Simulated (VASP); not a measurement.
# Cr (Pm-3m) in VASP: a series of runs

Cr is run at these levels: BLYP; tasks: relaxation of cell and atoms, single point.

Program: VASP 6.6.1. These are calculated values, not measurements. Logs are shortened: lines on timing, memory, paths and dates and some standing lists are left out, and cuts for length are marked.

## (1) The cell of the first run

It takes space group Pm-3m (No. 221, cubic). Conventional cell: a = 2.348 Å, b = 2.348 Å, c = 2.348 Å, α = 90.00°, β = 90.00°, γ = 90.00°. Cr (site symmetry m-3m) has 6 Cr at 2.35 Å within 3.1 Å.

## (2) Relaxation of cell and atoms, BLYP, collinear spin, ferromagnetic start

INCAR

```
PREC = Accurate
ENCUT = 600
EDIFF = 1E-6
ISMEAR = -1
SIGMA = 0.05
LREAL = F
LASPH = T
NELM = 150
ALGO = Normal
ISIF = 3
LWAVE = F
LCHARG = F
ISPIN = 2
MAGMOM = 1.5
LORBIT = 11
LMAXMIX = 4
GGA = B5
ALDAX = 1.0
AGGAX = 1.0
AGGAC = 1.0
ALDAC = 0.0
IBRION = 2
NSW = 80
EDIFFG = -0.01
```

KPOINTS

```
regular mesh
0
Gamma
  13 13 13
```

POSCAR

```
Cr
1.0
    2.3484326893      0.0000000000      0.0000000000
    0.0000000000      2.3484326893      0.0000000000
    0.0000000000      0.0000000000      2.3484326893
Cr
1
Direct
    0.0000000000      0.0000000000      0.0000000000
```

Potentials or basis: VASP PAW PBE potentials, release 64 (Cr_pv).

On the command line:

```bash
cat potpaw_PBE.64/Cr_pv/POTCAR > POTCAR
mpirun -np 1 vasp_std > vasp.out
```

OUTCAR:

```text
PREC = Accurate
   ENCUT = 600
   EDIFF = 1E-6
   ISMEAR = -1
   LREAL = F
   LASPH = T
   NELM = 150
   ISIF = 3
   ISPIN = 2
   LORBIT = 11
   GGA = B5
   IBRION = 2
   NSW = 80
   EDIFFG = -0.01

 ion  position               nearest neighbor table
   1  0.000  0.000  0.000-

  LATTYP: Found a simple cubic cell.
 ALAT       =     2.3484326893

  Lattice vectors:

 A1 = (   2.3484326893,   0.0000000000,   0.0000000000)
 A2 = (   0.0000000000,   2.3484326893,   0.0000000000)
 A3 = (   0.0000000000,   0.0000000000,   2.3484326893)

Analysis of symmetry for initial positions (statically):
=====================================================================
 Subroutine PRICEL returns:
 Original cell was already a primitive cell.

 Routine SETGRP: Setting up the symmetry group for a
 simple cubic supercell.

 Subroutine GETGRP returns: Found 48 space group operations
 (whereof 48 operations were pure point group operations)
 out of a pool of 48 trial point group operations.

The static configuration has the point symmetry O_h .

Analysis of symmetry for dynamics (positions and initial velocities):
=====================================================================
 Subroutine PRICEL returns:
 Original cell was already a primitive cell.

 Routine SETGRP: Setting up the symmetry group for a
 simple cubic supercell.

 Subroutine GETGRP returns: Found 48 space group operations
 (whereof 48 operations were pure point group operations)
 out of a pool of 48 trial point group operations.

The dynamic configuration has the point symmetry O_h .

Analysis of structural, dynamic, and magnetic symmetry:
=====================================================================
 Subroutine PRICEL returns:
 Original cell was already a primitive cell.

 Routine SETGRP: Setting up the symmetry group for a
 simple cubic supercell.

 Subroutine GETGRP returns: Found 48 space group operations
 (whereof 48 operations were pure point group operations)
 out of a pool of 48 trial point group operations.

The overall configuration has the point symmetry O_h .

 Subroutine INISYM returns: Found 48 space group operations
 (whereof 48 operations are pure point group operations),
 and found     1 'primitive' translations

----------------------------------------------------------------------------------------

                                     Primitive cell

  volume of cell :      12.9519

  direct lattice vectors                    reciprocal lattice vectors
     2.348432689  0.000000000  0.000000000     0.425815909  0.000000000  0.000000000
     0.000000000  2.348432689  0.000000000     0.000000000  0.425815909  0.000000000
     0.000000000  0.000000000  2.348432689     0.000000000  0.000000000  0.425815909

  length of vectors
[... 104 lines left out ...]
   LORBIT       =     11    0 simple, 1 ext, 2 COOP (PROOUT), +10 PAW based schemes
   GGA     = B5    functional components
   LHFCALC =     F    Hartree Fock is set to
   AEXX    =    0.0000 exact exchange contribution
   IVDW    =     0    specifies the selected vdW correction
   LEPSILON=     F    determine dielectric tensor
   LRPA    =     F    only Hartree local field effects (RPA)
 conjugate gradient relaxation of ions
 spin polarized calculation
  energy-cutoff  :      600.00
  volume of cell :       12.95
 maximum number of plane-waves:       449
 NGX is ok and might be reduce to    20
   NGX =  9   NGY =  9   NGZ =  9

--------------------------------------- Ionic step        1  -------------------------------------------

 number of electron      12.0000009 magnetization      -0.0010247

 number of electron      12.0000009 magnetization       0.0000376

 Free energy of the ion-electron system (eV)
  ---------------------------------------------------
  ext. energy  EPLUGINS =         0.00000000
  ---------------------------------------------------
  free energy    TOTEN  =        -7.49754664 eV

  energy without entropy =       -7.48753178  energy(sigma->0) =       -7.49253921

------------------------ aborting loop because EDIFF is reached ----------------------------------------

  FORCE on cell =-STRESS in cart. coord.  units (eV):
  Direction    XX          YY          ZZ          XY          YZ          ZX
  --------------------------------------------------------------------------------------
  -------------------------------------------------------------------------------------
  Total        0.3206005      0.3206005      0.3206005     -0.0000000     -0.0000000     -0.0000000
  in kB       39.6588795     39.6588795     39.6588795     -0.0000000     -0.0000000     -0.0000000
  external PRESSURE =      39.6588795 kB  Pullay stress =       0.0000000 kB
[... 61 lines left out ...]
 number of electron      11.9999995 magnetization       0.0000003

 number of electron      11.9999995 magnetization      -0.0000002

 Free energy of the ion-electron system (eV)
  ---------------------------------------------------
  ext. energy  EPLUGINS =         0.00000000
  ---------------------------------------------------
  free energy    TOTEN  =        -7.50102346 eV

  energy without entropy =       -7.49037030  energy(sigma->0) =       -7.49569688

 E-fermi :   9.7075     XC(G=0): -12.1797

 val. band max:        9.6725336607   @ k =   0.3846   0.1538   0.1538
 cond. band min:       9.7394196834   @ k =   0.3846   0.3077   0.1538
 fundamental gap:      0.0668860227
 Fermi energy:         9.7075460515

 spin component 1

 k-point     1 :       0.0000    0.0000    0.0000
  band No.  band energies     occupation
      1     -32.7368      1.00000
      2     -32.7368      1.00000
      3     -32.7368      1.00000
      4       2.6793      1.00000
      5       6.5988      1.00000
      6       6.5988      1.00000
      7      12.0324      0.00000
      8      12.0324      0.00000
      9      12.0324      0.00000
     10      16.8491      0.00000
     11      29.0081      0.00000
[... 310 lines left out ...]
  band No.  band energies     occupation
      1     -33.4777      1.00000
      2     -33.2781      1.00000
      3     -32.6098      1.00000
      4       6.2854      1.00000
      5       7.5777      1.00000
      6      10.2779      0.00001
      7      10.6263      0.00000
      8      11.0214      0.00000
      9      12.2985      0.00000
     10      16.8492      0.00000
     11      18.5616      0.00000

 [... further k-points ...]

 spin component 2

 k-point     1 :       0.0000    0.0000    0.0000
  band No.  band energies     occupation
      1     -32.7368      1.00000
      2     -32.7368      1.00000
      3     -32.7368      1.00000
      4       2.6793      1.00000
      5       6.5988      1.00000
      6       6.5988      1.00000
      7      12.0324      0.00000
      8      12.0324      0.00000
      9      12.0324      0.00000
     10      16.8491      0.00000
     11      29.0081      0.00000
[... 350 lines left out ...]
  FREE ENERGIE OF THE ION-ELECTRON SYSTEM (eV)
  ---------------------------------------------------
  free  energy   TOTEN  =        -7.5010234611 eV

  energy  without entropy=       -7.4903703014  energy(sigma->0) =       -7.49569688

 reached required accuracy - stopping structural energy minimisation

 total charge

# of ion       s       p       d       tot
------------------------------------------
    1        0.401   6.277   4.358  11.037

 magnetization (x)

# of ion       s       p       d       tot
------------------------------------------
    1       -0.000   0.000  -0.000  -0.000
```

OSZICAR:

```text
N       E                     dE             d eps       ncg     rms          rms(c)
DAV:   1     0.897672497007E+02    0.89767E+02   -0.75473E+03  3704   0.134E+03
DAV:   2    -0.656528453777E+01   -0.96333E+02   -0.92420E+02  3756   0.323E+02
[... 23 lines left out ...]
DAV:   2    -0.750525969107E+01    0.11542E+00   -0.53509E-01  3720   0.105E+01    0.571E-01
DAV:   3    -0.750203330490E+01    0.32264E-02   -0.78616E-03  3726   0.136E+00    0.291E-01
DAV:   4    -0.750104563565E+01    0.98767E-03   -0.12858E-03  3750   0.379E-01    0.326E-02
DAV:   5    -0.750102583598E+01    0.19800E-04   -0.16943E-05  3768   0.535E-02    0.144E-02
DAV:   6    -0.750102327843E+01    0.25575E-05   -0.11047E-06  3532   0.106E-02    0.135E-03
DAV:   7    -0.750102346108E+01   -0.18265E-06   -0.39217E-08  1851   0.326E-03
   3 F= -.75010235E+01 E0= -.74956969E+01  d E =-.347682E-02  mag=    -0.0000
```

It took 26 s on 1 thread of Intel Xeon 6975P-C (Granite Rapids), shared host; peak memory 0.15 GiB.

Results:

```
Free energy                                           : -7.5010 eV
Relaxed volume                                        : 13.24 Å³/atom
Relaxed cell                                          : a = 2.366 Å, b = 2.366 Å, c = 2.366 Å, α = 90.00°, β = 90.00°, γ = 90.00°
Space group after relaxing (to 0.05 Å)                : Pm-3m (No. 221)
Energy gained by relaxing                             : 3.5 meV/atom
Ionic steps                                           : 3
Pressure after relaxing                               : 0.0 GPa
Band gap on the k mesh                                : zero (filled and empty bands overlap)
Net moment                                            : 0.00 μB per cell
Valence electrons inside the program's atomic spheres : Cr 11.04
```

The path:
```csv
step,energy change (eV),largest force (eV/Å),pressure (GPa),volume (Å³)
1,0.0000,0.0000,3.97,12.95
2,0.0006,0.0000,-4.01,13.56
3,-0.0035,0.0000,-0.04,13.24
```

Final structure:
```
Cr
1.0
     2.36573    0.00000    0.00000
     0.00000    2.36573    0.00000
     0.00000    0.00000    2.36573
Cr
1
Cartesian
  0.0000 0.0000 0.0000
```

Caveat: the starting moments collapsed, and a magnetic state may lie lower; the PAW data sets were made with another functional, which shifts forces and pressure a little.

## (3) Single point, BLYP, collinear spin, ferromagnetic start

This run uses another cell than the first one, of 13.24 Å³/atom, 1.023 times its volume.

INCAR

```
PREC = Accurate
ENCUT = 520
EDIFF = 1E-6
ISMEAR = -1
SIGMA = 0.05
LREAL = F
LASPH = T
NELM = 150
ALGO = Normal
ISIF = 2
LWAVE = F
LCHARG = F
ISPIN = 2
MAGMOM = 1.5
LORBIT = 11
LMAXMIX = 4
GGA = B5
ALDAX = 1.0
AGGAX = 1.0
AGGAC = 1.0
ALDAC = 0.0
NBANDS = 16
```

KPOINTS

```
regular mesh
0
Gamma
  22 22 22
```

POSCAR

```
Cr
1.0
    2.3659666632      0.0000000000      0.0000000000
    0.0000000000      2.3659666632      0.0000000000
    0.0000000000      0.0000000000      2.3659666632
Cr
1
Direct
    0.0000000000      0.0000000000      0.0000000000
```

Potentials or basis: VASP PAW PBE potentials, release 64 (Cr_pv).

On the command line:

```bash
cat potpaw_PBE.64/Cr_pv/POTCAR > POTCAR
mpirun -np 1 vasp_std > vasp.out
```

OUTCAR:

```text
PREC = Accurate
   ENCUT = 520
   EDIFF = 1E-6
   ISMEAR = -1
   LREAL = F
   LASPH = T
   NELM = 150
   ISIF = 2
   ISPIN = 2
   LORBIT = 11
   GGA = B5

 ion  position               nearest neighbor table
   1  0.000  0.000  0.000-

  LATTYP: Found a simple cubic cell.
 ALAT       =     2.3659666632

  Lattice vectors:

 A1 = (   2.3659666632,   0.0000000000,   0.0000000000)
 A2 = (   0.0000000000,   2.3659666632,   0.0000000000)
 A3 = (   0.0000000000,   0.0000000000,   2.3659666632)

Analysis of symmetry for initial positions (statically):
[... 1120 lines left out ...]
  Total        0.0380398      0.0380398      0.0380398      0.0000000      0.0000000      0.0000000
  in kB        4.6017479      4.6017479      4.6017479      0.0000000      0.0000000      0.0000000
  external PRESSURE =       4.6017479 kB  Pullay stress =       0.0000000 kB

 VOLUME and BASIS-vectors are now :
 -----------------------------------------------------------------------------
  energy-cutoff  :      520.00
  volume of cell :       13.24
      direct lattice vectors                 reciprocal lattice vectors
     2.365966663  0.000000000  0.000000000     0.422660224  0.000000000  0.000000000
     0.000000000  2.365966663  0.000000000     0.000000000  0.422660224  0.000000000
     0.000000000  0.000000000  2.365966663     0.000000000  0.000000000  0.422660224

 POSITION                                       TOTAL-FORCE (eV/Angst)
 -----------------------------------------------------------------------------------
      0.00000      0.00000      0.00000         0.000000      0.000000      0.000000
 -----------------------------------------------------------------------------------
    total drift:                                0.000000      0.000000      0.000000

  FREE ENERGIE OF THE ION-ELECTRON SYSTEM (eV)
  ---------------------------------------------------
  free  energy   TOTEN  =        -7.4920783793 eV

  energy  without entropy=       -7.4792515942  energy(sigma->0) =       -7.48566499

 total charge

# of ion       s       p       d       tot
------------------------------------------
    1        0.401   6.279   4.357  11.037

 magnetization (x)

# of ion       s       p       d       tot
------------------------------------------
    1        0.000   0.000   0.001   0.001
```

OSZICAR:

```text
N       E                     dE             d eps       ncg     rms          rms(c)
DAV:   1     0.855222623389E+02    0.85522E+02   -0.62149E+03 23760   0.826E+02
DAV:   2    -0.650908636540E+01   -0.92031E+02   -0.87283E+02 24864   0.244E+02
DAV:   3    -0.812262540377E+01   -0.16135E+01   -0.16102E+01 26656   0.362E+01
DAV:   4    -0.812919764317E+01   -0.65722E-02   -0.65721E-02 25864   0.229E+00
DAV:   5    -0.812925499362E+01   -0.57350E-04   -0.57350E-04 26720   0.192E-01    0.110E+01
DAV:   6    -0.748292349353E+01    0.64633E+00   -0.17641E+00 25712   0.198E+01    0.238E+00
DAV:   7    -0.748944941844E+01   -0.65259E-02   -0.48873E-02 24232   0.259E+00    0.142E+00
DAV:   8    -0.749101626423E+01   -0.15668E-02   -0.23506E-03 27184   0.533E-01    0.769E-01
DAV:   9    -0.749202742416E+01   -0.10112E-02   -0.22019E-03 26000   0.425E-01    0.118E-01
DAV:  10    -0.749207433803E+01   -0.46914E-04   -0.14614E-04 24768   0.124E-01    0.464E-02
DAV:  11    -0.749208043185E+01   -0.60938E-05   -0.99686E-06 25344   0.247E-02    0.169E-02
DAV:  12    -0.749207890346E+01    0.15284E-05   -0.55372E-06 25040   0.224E-02    0.439E-03
DAV:  13    -0.749207837932E+01    0.52414E-06   -0.48629E-07 17760   0.614E-03
   1 F= -.74920784E+01 E0= -.74856650E+01  d E =-.128268E-01  mag=    -0.0000
```

Wall time 46 s (1 thread of Intel Xeon 6975P-C (Granite Rapids), shared host); peak memory 0.21 GiB.

Results:

* Free energy: -7.4921 eV
* Pressure: 0.5 GPa
* Band gap on the k mesh: zero (filled and empty bands overlap)
* Net moment: 0.00 μB per cell
* Valence electrons inside the program's atomic spheres: Cr 11.04

Caveat: the starting moments collapsed, and a magnetic state may lie lower; the PAW data sets were made with another functional, which shifts forces and pressure a little.

## (4) Single point, BLYP

This run uses another cell than the first one, of 13.27 Å³/atom, 1.025 times its volume.

INCAR

```
SYSTEM = Cr
PREC = Accurate
ENCUT = 520
EDIFF = 1E-7
ISMEAR = -1
SIGMA = 0.1
LREAL = .False.
LASPH = .True.
NELM = 80
ALGO = Normal
ISIF = 2
LWAVE = .False.
LCHARG = .False.
GGA = B5
ALDAX = 1.0
AGGAX = 1.0
AGGAC = 1.0
ALDAC = 0.0
NBANDS = 12
```

KPOINTS

```
regular mesh
0
Gamma
  13 13 13
  0 0 0
```

POSCAR

```
Cr
1.0
    2.3675941668      0.0000000000      0.0000000000
    0.0000000000      2.3675941668      0.0000000000
    0.0000000000      0.0000000000      2.3675941668
Cr
1
Direct
    0.0000000000      0.0000000000      0.0000000000
```

On the command line:

```bash
cat potpaw_PBE.64/Cr_pv/POTCAR > POTCAR
mpirun -np 1 vasp_std > vasp.out
```

It took 7.5 s on 1 thread of Intel Xeon 6975P-C (Granite Rapids), shared host; peak memory 0.13 GiB.

Results (log left out):

| Item | Value |
| --- | --- |
| Free energy | -7.5166 eV |
| Pressure | 0.0 GPa |
| Band gap on the k mesh | zero (band 6 reaches 10.65 eV, above the bottom of band 7 at 9.22 eV) |

Levels at points of the mesh, in eV from the Fermi level:
| k point | band 2 | band 3 | band 4 | band 5 | band 6 | band 7 | band 8 | band 9 | band 10 | band 11 |
| --- | --- | --- | --- | --- | --- | --- | --- | --- | --- | --- |
| (0.00, 0.00, 0.00) | -42.42 | -42.42 | -7.00 | -3.08 | -3.08 | 2.34 | 2.34 | 2.34 | 7.16 | 19.29 |

Caveat: the PAW data sets were made with another functional, which shifts forces and pressure a little; the run has no spin polarisation, though such a crystal can be magnetic.

(Continued in part 2 of 2.)
